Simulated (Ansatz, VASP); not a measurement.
**Two plane-wave programs on Pt**

```
CELL_PARAMETERS angstrom
0.29202 2.05384 2.05384
2.05384 0.29202 2.05384
2.05384 2.05384 0.29202
ATOMIC_POSITIONS crystal
Pt 0.00000 0.00000 0.00000
```

Change from the starting cell: equal engineering shear yz, xz and xy +0.1500, equal normal strain along x, y and z -0.0200.

Alike in both runs: task single point; functional LDA; k mesh 20 × 20 × 20; occupations gaussian, width 0.15 eV; no spin polarisation.

|  | VASP | Ansatz |
| --- | --- | --- |
| version | VASP 6.6.1 | Ansatz 0.2.0 |
| potentials or method | VASP PAW LDA potentials, release 64 (Pt), cutoff 520 eV | scalar-relativistic, plane waves, PAW |
| valence electrons in the cell | 10 | 18 |

```tsv
	VASP	Ansatz	Ansatz less VASP
gap on the k mesh at the Fermi level (eV)	none	none	-
pressure (GPa)	55.1	53.8	-1.35
traceless stress, the component that is largest in VASP (GPa)	-28.66	-28.19	+0.468
```

Ansatz warns that its potentials were made for another functional, while VASP's fit it. LDA's correlation is that of Perdew and Zunger in VASP and of Perdew and Wang (1992) in Ansatz. A gap of «none» marks a metal or a gap that the smearing closes. Both programs put the cell under a high pressure, so it lies far from rest at this level. VASP's potentials hold 10 valence electrons a cell and Ansatz's 18, so a difference there can come from the potentials and not from the codes.

Spin-orbit coupling is off throughout.
